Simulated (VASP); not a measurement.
A run of VASP 6.6.1 is set up as follows.

File INCAR:

```
SYSTEM = Fe
ALGO     = Normal         ! electronic algorithm
EDIFF    = 1E-7           ! SCF threshold, eV
ENCUT    = 520            ! plane-wave cutoff, eV
GGA      = PE             ! functional
ISIF     = 2              ! what is computed and relaxed
ISMEAR   = 0              ! smearing method
ISPIN    = 2              ! spin polarisation
LASPH    = .True.         ! aspherical terms in the spheres
LCHARG   = .False.        ! write CHGCAR
LMAXMIX  = 4              ! l up to which the mixer works
LORBIT   = 11             ! projections on sites
LREAL    = .False.        ! projectors in reciprocal space
LWAVE    = .False.        ! write WAVECAR
MAGMOM   = 2.44           ! initial moments
NBANDS   = 14             ! bands
NELM     = 150            ! most SCF steps
PREC     = Accurate       ! precision mode
SIGMA    = 0.15           ! smearing width, eV
```

The input KPOINTS:

```
k-points
0
Gamma
  12 12 12
  0 0 0
```

File POSCAR:

```
Fe
1.0
   -1.3147971982      1.3147971982      1.7728725421
    1.3147971982     -1.3147971982      1.7728725421
    1.3147971982      1.3147971982     -1.7728725421
Fe
1
Direct
    0.0000000000      0.0000000000      0.0000000000
```

Potentials or basis: VASP PAW PBE potentials, release 64 (Fe).

The run is started by

```sh
$ cat potpaw_PBE.64/Fe/POTCAR > POTCAR
$ mpirun -np 1 vasp_std > vasp.out
```

Problem. What does it give for the site moments?

Solution. Fe +2.58 μB.

Problem. Estimate the net moment.

Solution. 2.58 μB per cell.

Problem. What does it give for the pressure?

Solution. -3.8 GPa.

Stress tensor (GPa, compression positive):
```
-1.40  0.00  0.00
 0.00 -1.40  0.00
 0.00  0.00 -8.70
```
